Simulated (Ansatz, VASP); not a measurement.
**Two plane-wave programs on TiH2Se6**

```
H Ti Se
1.0
     3.05235    5.28683    0.00000
    -3.05235    5.28683    0.00000
     0.00000    0.00000    4.96379
H Ti Se
2 1 6
Direct
  0.33333 0.33334 0.69254
  0.66667 0.66666 0.30746
  0.00000 0.00000 0.00000
  0.15549 0.15550 0.22237
  0.68901 0.15549 0.22237
  0.15550 0.68901 0.22237
  0.31099 0.84450 0.77763
  0.84450 0.84451 0.77763
  0.84451 0.31099 0.77763
```

Alike in both runs: task single point; functional PBE; k mesh 7 × 7 × 7; no spin polarisation.

|  | VASP | Ansatz |
| --- | --- | --- |
| version | VASP 6.6.1 | Ansatz 0.2.0 |
| potentials or method | VASP PAW PBE potentials, release 64 (H, Ti_sv, Se), cutoff 520 eV | PAW plane waves |
| occupations | fermi-dirac, width 0.1 eV | fermi-dirac |
| valence electrons in the cell | 50 | 110 |

|  | VASP | Ansatz | Ansatz less VASP |
| --- | --- | --- | --- |
| rms of the force components (eV/Å) | 5.474 | 5.512 | +0.0387 |

Atom by atom the forces differ by 0.039 eV/Å (rms over components). VASP's potentials hold 50 valence electrons a cell and Ansatz's 110, so a difference there can come from the potentials and not from the codes. Ansatz's warnings: structure snapped to symmetry.
